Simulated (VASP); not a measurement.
CeO2, 3 atoms in the cell. The structure is cubic, space group Fm-3m (No. 225). Conventional cell: a = 5.457 Å, b = 5.457 Å, c = 5.457 Å, α = 90.00°, β = 90.00°, γ = 90.00°. Ce (site symmetry m-3m) has 8 O at 2.36 Å within 3.1 Å. O (site symmetry -43m) has 4 Ce at 2.36 Å and 6 O at 2.73 Å within 3.1 Å. 

- Program: VASP 6.6.1
- Task: single point
- Functional: revPBE
- Potentials or basis: VASP PAW PBE potentials, release 64 (Ce, O)
- Cutoff: 520 eV
- k mesh: 8 × 8 × 8
- Occupations: gaussian, width 0.05 eV
- Spin: no spin polarisation
- Dipole correction: no
- Further INCAR settings: ALGO = Normal; EDIFF = 1e-06; NBANDS = 19

Potentials or basis: VASP PAW PBE potentials, release 64 (Ce, O).

Launch:

```sh
$ cat potpaw_PBE.64/Ce/POTCAR potpaw_PBE.64/O/POTCAR > POTCAR
$ mpirun -np 1 vasp_std > vasp.out
```

Hardware: 1 thread of Intel Xeon 8259CL, on a shared host.

Task: Estimate the wall time of this run.

Result: It took 93 s on 1 thread of Intel Xeon 8259CL (shared host), peak memory 0.19 GiB. Counts: scf iterations 21, k points 29.
